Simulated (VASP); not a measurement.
# Zr (R-3m) in VASP: notebook, part 2 of 2

VASP 6.6.1.

**5. Single point, PBEsol (equal xy, yz and zx shear strains of -2 %)**

Input file INCAR:

```
SYSTEM = Zr
ALGO = Normal ; EDIFF = 1E-7
ENCUT = 520 ; GGA = PS
ISIF = 2 ; ISMEAR = -1
LASPH = .True. ; LCHARG = .False.
LREAL = .False. ; LWAVE = .False.
NBANDS = 12 ; NELM = 100
PREC = Accurate ; SIGMA = 0.08
```

Input file KPOINTS:

```
k-points
0
Gamma
  14 14 14
  0 0 0
```

Input file POSCAR:

```
Zr
1.0
   -1.8462000000      1.8100000000      1.8100000000
    1.8100000000     -1.8462000000      1.8100000000
    1.8100000000      1.8100000000     -1.8462000000
Zr
1
Direct
    0.0000000000      0.0000000000      0.0000000000
```

Potentials or basis: VASP PAW PBE potentials, release 64 (Zr_sv).

Started as:

```sh
> cat potpaw_PBE.64/Zr_sv/POTCAR > POTCAR
> mpirun -np 1 vasp_std > vasp.out
```

OUTCAR:

```text
SYSTEM = Zr
   EDIFF = 1E-7
   ENCUT = 520
   GGA = PS
   ISIF = 2
   ISMEAR = -1
   LASPH = .True.
   LREAL = .False.
   NELM = 100
   PREC = Accurate

 ion  position               nearest neighbor table
   1  0.000  0.000  0.000-

  LATTYP: Found a trigonal (rhomboedric) cell.
 ALAT       =     3.1560504495
 COS(alpha) =    -0.3420602552

  Lattice vectors:

 A1 = (  -1.8462000000,   1.8100000000,   1.8100000000)
 A2 = (   1.8100000000,  -1.8462000000,   1.8100000000)
 A3 = (   1.8100000000,   1.8100000000,  -1.8462000000)

Analysis of symmetry for initial positions (statically):
=====================================================================
 Subroutine PRICEL returns:
 Original cell was already a primitive cell.

 Routine SETGRP: Setting up the symmetry group for a
 trigonal (rhombohedral) supercell.

 Subroutine GETGRP returns: Found 12 space group operations
 (whereof 12 operations were pure point group operations)
 out of a pool of 12 trial point group operations.

The static configuration has the point symmetry D_3d.

Analysis of symmetry for dynamics (positions and initial velocities):
=====================================================================
 Subroutine PRICEL returns:
 Original cell was already a primitive cell.

 Routine SETGRP: Setting up the symmetry group for a
 trigonal (rhombohedral) supercell.

 Subroutine GETGRP returns: Found 12 space group operations
 (whereof 12 operations were pure point group operations)
 out of a pool of 12 trial point group operations.

The dynamic configuration has the point symmetry D_3d.

 Subroutine INISYM returns: Found 12 space group operations
 (whereof 12 operations are pure point group operations),
 and found     1 'primitive' translations

----------------------------------------------------------------------------------------

                                     Primitive cell

  volume of cell :      23.7118

  direct lattice vectors                    reciprocal lattice vectors
    -1.846200000  1.810000000  1.810000000     0.005581796  0.279089810  0.279089810
     1.810000000 -1.846200000  1.810000000     0.279089810  0.005581796  0.279089810
     1.810000000  1.810000000 -1.846200000     0.279089810  0.279089810  0.005581796

  length of vectors
     3.156050450  3.156050450  3.156050450     0.394732062  0.394732062  0.394732062

  position of ions in fractional coordinates (direct lattice)
     0.000000000  0.000000000  0.000000000

  ion indices of the primitive-cell ions
   primitive index   ion index
                 1           1

----------------------------------------------------------------------------------------

 KPOINTS: k-points

Automatic generation of k-mesh.
 Grid dimensions read from file:
 generate k-points for:   14   14   14

 Generating k-lattice:

  Cartesian coordinates                     Fractional coordinates (reciprocal lattice)
     0.000398700  0.019934986  0.019934986     0.071428571  0.000000000  0.000000000
     0.019934986  0.000398700  0.019934986     0.000000000  0.071428571  0.000000000
     0.019934986  0.019934986  0.000398700     0.000000000  0.000000000  0.071428571

  Length of vectors
     0.028195147  0.028195147  0.028195147

  Shift w.r.t. Gamma in fractional coordinates (k-lattice)
     0.000000000  0.000000000  0.000000000

 Subroutine IBZKPT returns following result:
 ===========================================

 Found    288 irreducible k-points:

 Following reciprocal coordinates:
            Coordinates               Weight
  0.000000  0.000000  0.000000      1.000000
  0.071429  0.000000  0.000000      6.000000
  0.142857  0.000000  0.000000      6.000000
  0.214286  0.000000  0.000000      6.000000
  0.285714  0.000000  0.000000      6.000000
  0.357143 -0.000000 -0.000000      6.000000
[... 16 lines left out ...]
  0.214286  0.142857  0.000000     12.000000
  0.285714  0.142857  0.000000     12.000000
 [... further k-points ...]
   k-points           NKPTS =    288   k-points in BZ     NKDIM =    288   number of bands    NBANDS=     12
   number of dos      NEDOS =    301   number of ions     NIONS =      1
   total plane-waves  NPLWV =  13824
   dimension x,y,z NGX =    24 NGY =   24 NGZ =   24
   dimension x,y,z NGXF=    48 NGYF=   48 NGZF=   48
   ions per type =               1
   NGX,Y,Z   is equivalent  to a cutoff of  12.64, 12.64, 12.64 a.u.
   NGXF,Y,Z  is equivalent  to a cutoff of  25.28, 25.28, 25.28 a.u.
 SYSTEM =  Zr
   PREC   = accura    normal or accurate (medium, high low for compatibility)
   ISTART =      0    job   : 0-new  1-cont  2-samecut
   ICHARG =      2    charge: 1-file 2-atom 10-const
   ISPIN  =      1    spin polarized calculation?
   LNONCOLLINEAR =      F non collinear calculations
   LSORBIT =      F    spin-orbit coupling
   LASPH  =      T    aspherical Exc in radial PAW
   ENCUT  =  520.0 eV  38.22 Ry    6.18 a.u.   5.87  5.87  5.87*2*pi/ulx,y,z
   NELM   =    100;   NELMIN=  2; NELMDL= -5     # of ELM steps
   EDIFF  = 0.1E-06   stopping-criterion for ELM
   LREAL  =      F    real-space projection
   EDIFFG = 0.1E-05   stopping-criterion for IOM
   NSW    =      0    number of steps for IOM
   IBRION =     -1    ionic relax: 0-MD 1-quasi-New 2-CG
   NFREE  =      0    steps in history (QN), initial steepest desc. (CG)
   ISIF   =      2    stress and relaxation
   ISYM   =      2    0-nonsym 1-usesym 2-fastsym
   POTIM  = 0.5000    time-step for ionic-motion
   TEBEG  =    0.0;   TEEND  =   0.0 temperature during run
   PSTRESS=    0.0 pullay stress
   NELECT =      12.0000    total number of electrons
   NUPDOWN=      -1.0000    fix difference up-down
   EMIN   =  10.00;   EMAX   =-10.00  energy-range for DOS
   EFERMI =   0.00;   METHOD = LEGACY
   ISMEAR =    -1;   SIGMA  =   0.08  broadening in eV -4-tet -1-fermi 0-gaus
   EFERMI_NEDOS =   21; number of points for ismear=-14 and -15
   IALGO  =     38    algorithm
   IMIX   =      4    mixing-type and parameters
     AMIX     =   0.40;   BMIX     =  1.00
     AMIX_MAG =   1.60;   BMIX_MAG =  1.00
  volume/ion in A,a.u.               =      23.71       160.02
  Fermi-wavevector in a.u.,A,eV,Ry     =   1.304609  2.465354 23.157182  1.702005
  Thomas-Fermi vector in A             =   2.435533
   LORBIT       =      0    0 simple, 1 ext, 2 COOP (PROOUT), +10 PAW based schemes
   GGA     = PS    functional components
   LHFCALC =     F    Hartree Fock is set to
   AEXX    =    0.0000 exact exchange contribution
   IVDW    =     0    specifies the selected vdW correction
   LEPSILON=     F    determine dielectric tensor
   LRPA    =     F    only Hartree local field effects (RPA)
 non-spin polarized calculation
  energy-cutoff  :      520.00
  volume of cell :       23.71
 maximum number of plane-waves:       658
   NGX = 11   NGY = 11   NGZ = 11

 number of electron      12.0000000 magnetization

 Free energy of the ion-electron system (eV)
  ---------------------------------------------------
  ext. energy  EPLUGINS =         0.00000000
  ---------------------------------------------------
  free energy    TOTEN  =        -8.99148324 eV

  energy without entropy =       -8.95041496  energy(sigma->0) =       -8.97094910

 E-fermi :   8.3770     XC(G=0): -11.1134

 val. band max:        8.3650927003   @ k =  -0.3571   0.2143   0.1429
 cond. band min:       8.3780999322   @ k =   0.3571   0.2143   0.1429
 fundamental gap:      0.0130072319
 Fermi energy:         8.3769723929

 k-point     1 :       0.0000    0.0000    0.0000
  band No.  band energies     occupation
      1     -40.0503      2.00000
      2     -17.6263      2.00000
      3     -17.6263      2.00000
      4     -17.5667      2.00000
      5       3.0298      2.00000
      6       9.2312      0.00005
      7       9.5994      0.00000
      8       9.5994      0.00000
      9      11.9450      0.00000
     10      11.9450      0.00000
     11      20.4397      0.00000
     12      20.8541      0.00000
[... 331 lines left out ...]
 k-point    24 :       0.2857    0.1429    0.0000
  band No.  band energies     occupation
      1     -39.9154      2.00000
      2     -18.3972      2.00000
      3     -17.8858      2.00000
      4     -17.6775      2.00000
      5       6.0326      2.00000
      6       7.9785      1.98635
      7       8.5778      0.15019
      8      11.4553      0.00000
      9      12.4150      0.00000
     10      13.8369      0.00000
     11      19.3770      0.00000
     12      20.4257      0.00000

 [... further k-points ...]

------------------------ aborting loop because EDIFF is reached ----------------------------------------

  FORCE on cell =-STRESS in cart. coord.  units (eV):
  Direction    XX          YY          ZZ          XY          YZ          ZX
  --------------------------------------------------------------------------------------
  -------------------------------------------------------------------------------------
  Total       -0.9782969     -0.9782969     -0.9782969      0.0693911      0.0693911      0.0693911
  in kB      -66.1023234    -66.1023234    -66.1023234      4.6886713      4.6886713      4.6886713
  external PRESSURE =     -66.1023234 kB  Pullay stress =       0.0000000 kB

 VOLUME and BASIS-vectors are now :
 -----------------------------------------------------------------------------
  energy-cutoff  :      520.00
  volume of cell :       23.71
      direct lattice vectors                 reciprocal lattice vectors
    -1.846200000  1.810000000  1.810000000     0.005581796  0.279089810  0.279089810
     1.810000000 -1.846200000  1.810000000     0.279089810  0.005581796  0.279089810
     1.810000000  1.810000000 -1.846200000     0.279089810  0.279089810  0.005581796

 POSITION                                       TOTAL-FORCE (eV/Angst)
 -----------------------------------------------------------------------------------
      0.00000      0.00000      0.00000        -0.000000     -0.000000      0.000000
 -----------------------------------------------------------------------------------
    total drift:                                0.000000      0.000000     -0.000000

  FREE ENERGIE OF THE ION-ELECTRON SYSTEM (eV)
  ---------------------------------------------------
  free  energy   TOTEN  =        -8.9914832390 eV

  energy  without entropy=       -8.9504149581  energy(sigma->0) =       -8.97094910
```

OSZICAR:

```text
N       E                     dE             d eps       ncg     rms          rms(c)
DAV:   1     0.858368530760E+02    0.85837E+02   -0.68727E+03  6920   0.994E+02
DAV:   2    -0.628093048750E+01   -0.92118E+02   -0.89517E+02  8008   0.268E+02
DAV:   3    -0.932492179880E+01   -0.30440E+01   -0.29944E+01 10448   0.411E+01
DAV:   4    -0.939173088928E+01   -0.66809E-01   -0.66771E-01  7860   0.573E+00
DAV:   5    -0.939319531538E+01   -0.14644E-02   -0.14644E-02  9932   0.636E-01    0.103E+01
DAV:   6    -0.905367402397E+01    0.33952E+00   -0.42610E-01  7612   0.585E+00    0.403E+00
DAV:   7    -0.898972069470E+01    0.63953E-01   -0.20319E-01  8564   0.382E+00    0.674E-01
DAV:   8    -0.899149246270E+01   -0.17718E-02   -0.11453E-02  8064   0.122E+00    0.111E-01
DAV:   9    -0.899149079690E+01    0.16658E-05   -0.41050E-04  8904   0.183E-01    0.215E-02
DAV:  10    -0.899148507545E+01    0.57214E-05   -0.19933E-05  7968   0.446E-02    0.755E-03
DAV:  11    -0.899148340429E+01    0.16712E-05   -0.11064E-06  8968   0.112E-02    0.254E-03
DAV:  12    -0.899148325511E+01    0.14918E-06   -0.19858E-07  7740   0.389E-03    0.401E-04
DAV:  13    -0.899148323903E+01    0.16075E-07   -0.67062E-09  3876   0.739E-04
   1 F= -.89914832E+01 E0= -.89709491E+01  d E =-.410683E-01
```

stdout:

```text
POSCAR found type information on POSCAR Zr
 POSCAR found :  1 types and       1 ions
 scaLAPACK will be used
 -----------------------------------------------------------------------------
|                                                                             |
|                                                                             |
|     You enforced a specific xc type in the INCAR file but a different       |
|     I HOPE YOU KNOW WHAT YOU ARE DOING!                                     |
|                                                                             |
 -----------------------------------------------------------------------------

 LDA part: xc-table for (Slater+PW92), standard interpolation
 POSCAR, INCAR and KPOINTS ok, starting setup
 FFT: planning ... GRIDC
 FFT: planning ... GRID_SOFT
 FFT: planning ... GRID
 WAVECAR not read
 entering main loop
```

It took 47 s on 1 thread of Intel Xeon Platinum 8259CL at 2.50GHz (Skylake/Cascade Lake), shared host; peak memory 0.19 GiB.

What came out:

```yaml
Free_energy: -8.9915 eV
Pressure: -6.6 GPa
Band_gap_on_the_k_mesh: zero (bands 6 and 7 overlap by 1.57 eV)
```

Stress tensor (GPa, compression positive):
```
-6.61  0.47  0.47
 0.47 -6.61  0.47
 0.47  0.47 -6.61
```

Levels at points of the mesh, in eV from the Fermi level:
```tsv
k point	band 3	band 4	band 5	band 6	band 7	band 8	band 9	band 10
(0.00, 0.00, 0.00)	-26.00	-25.94	-5.35	0.85	1.22	1.22	3.57	3.57
(0.50, 0.00, 0.00)	-26.30	-26.00	-2.72	-0.60	1.66	3.43	4.06	6.27
(0.50, 0.50, 0.00)	-26.26	-25.97	-2.74	-0.68	1.41	3.63	4.30	6.11
(0.50, 0.50, 0.50)	-26.59	-26.59	-2.45	-2.45	5.40	5.40	5.83	7.18
```

Caveat: the cell differs from its parent crystal (equal xy, yz and zx shear strains of -2 %); the cell stands under tension; the PAW data sets were made with another functional, which shifts forces and pressure a little.

**6. Single point, PBEsol (equal xy, yz and zx shear strains of +1 %)**

Input file INCAR:

```
PREC = Accurate ; ENCUT = 520
EDIFF = 1E-6 ; ISMEAR = -1
SIGMA = 0.08 ; LREAL = F
LASPH = T ; NELM = 100
ALGO = Normal ; ISIF = 2
LWAVE = F ; LCHARG = T
GGA = PS ; LELF = T
LVHAR = T ; NBANDS = 12
```

Input file KPOINTS:

```
Automatic mesh
0
Gamma
  14 14 14
```

Input file POSCAR:

```
Zr
1.0
   -1.7919000000      1.8100000000      1.8100000000
    1.8100000000     -1.7919000000      1.8100000000
    1.8100000000      1.8100000000     -1.7919000000
Zr
1
Direct
    0.0000000000      0.0000000000      0.0000000000
```

Potentials or basis: VASP PAW PBE potentials, release 64 (Zr_sv).

Started as:

```sh
> cat potpaw_PBE.64/Zr_sv/POTCAR > POTCAR
> mpirun -np 1 vasp_std > vasp.out
```

Wall time 48 s (1 thread of Intel Xeon Platinum 8259CL at 2.50GHz (Skylake/Cascade Lake), shared host); peak memory 0.2 GiB.

The run converged. Its results:

| Property | Result |
| --- | --- |
| Free energy | -8.9929 eV |
| Pressure | -6.6 GPa |
| Band gap on the k mesh | zero (bands 6 and 7 overlap by 1.65 eV) |

Stress tensor (GPa, compression positive):
```
-6.63 -0.29 -0.29
-0.29 -6.63 -0.29
-0.29 -0.29 -6.63
```

Levels at points of the mesh, in eV from the Fermi level:
```csv
k point,band 4,band 5,band 6,band 7,band 8,band 9
"(0.00, 0.00, 0.00)",-25.98,-5.35,1.04,1.04,1.23,3.55
"(0.50, 0.00, 0.00)",-25.99,-2.74,-0.66,1.47,3.56,4.24
"(0.50, 0.50, 0.00)",-26.00,-2.73,-0.62,1.59,3.48,4.12
"(0.50, 0.50, 0.50)",-26.59,-2.45,-2.45,5.39,5.62,5.62
```

Caveat: the cell differs from its parent crystal (equal xy, yz and zx shear strains of +1 %); the cell stands under tension; the PAW data sets were made with another functional, which shifts forces and pressure a little.

**7. Overview**

```csv
cell,gap on the mesh (eV),pressure (GPa)
"a = 3.167 Å, angles 110.3°, 1 atom",none,-6.6
"a = 3.145 Å, angles 109.7°, 1 atom",none,-6.6
"a = 3.114 Å, angles 108.9°, 1 atom",none,-6.6
"a = 3.156 Å, angles 110.0°, 1 atom",none,-6.6
"a = 3.125 Å, angles 109.2°, 1 atom",none,-6.6
```

Alike in all rows: task single point; level PBEsol; potentials or basis VASP PAW PBE potentials, release 64 (Zr_sv); no spin polarisation; k mesh 14 × 14 × 14; cutoff (eV) 520; smearing fermi-dirac 0.08 eV.

Caveats: the cell stands under tension; the PAW data sets were made with another functional, which shifts forces and pressure a little.

Absolute energies hang on the potentials; compare differences alone.
